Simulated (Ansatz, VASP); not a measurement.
SrTe in VASP and in Ansatz

INCAR

```
  ALGO = Normal
  EDIFF = 1E-6
  ENCUT = 500
  GGA = PE
  GGA_COMPAT = False
  ISIF = 2
  ISMEAR = 0
  LASPH = True
  LCHARG = False
  LREAL = False
  LWAVE = False
  NBANDS = 15
  NELM = 120
  PREC = Accurate
  SIGMA = 0.01
```

Contents of KPOINTS:

```
k-points
0
Gamma
  4 4 4
```

The input POSCAR:

```
SrTe
1.0
    0.0000000000      3.3527582052      3.3527582052
    3.3527582052      0.0000000000      3.3527582052
    3.3527582052      3.3527582052      0.0000000000
Sr Te
1 1
Direct
    0.0000000000      0.0000000000      0.0000000000
    0.5000000000      0.5000000000      0.5000000000
```

Input for Ansatz:

```yaml
crystal:
  lattice:
    - [0.0, 3.3527582052, 3.3527582052]
    - [3.3527582052, 0.0, 3.3527582052]
    - [3.3527582052, 3.3527582052, 0.0]
  atoms:
    - { symbol: Sr, position: [0.0, 0.0, 0.0] }
    - { symbol: Te, position: [0.5, 0.5, 0.5] }
kpoints:
  mp_grid: { grid: [4, 4, 4] }
hamiltonian:
  xc: pbe
scf:
  occupations: { method: fixed }
  n_extra_bands: 4
output:
  forces: true
  stress: true
  eigenvalues: true
```

Alike in both runs: task single point; functional PBE; k mesh 4 × 4 × 4; no spin polarisation.

```csv
,VASP,Ansatz
version,VASP 6.6.1,Ansatz 0.2.0
potentials or method,"VASP PAW PBE potentials, release 64 (Sr_sv, Te)","plane waves, PAW"
plane-wave cutoff (eV),500,420
occupations,"gaussian, width 0.01 eV",fixed
valence electrons in the cell,16,26
```

Ansatz gave:

| Item | Value |
| --- | --- |
| gap on the k mesh at the Fermi level (eV) | 1.76 |
| pressure (GPa) | 0.3 |

**Question.** What did VASP give for the same quantities?

**Answer.** gap on the k mesh at the Fermi level (eV): 1.74; pressure (GPa): 0.4.

VASP's potentials hold 16 valence electrons a cell and Ansatz's 26, so a difference there can come from the potentials and not from the codes.

Spin-orbit coupling is off throughout.
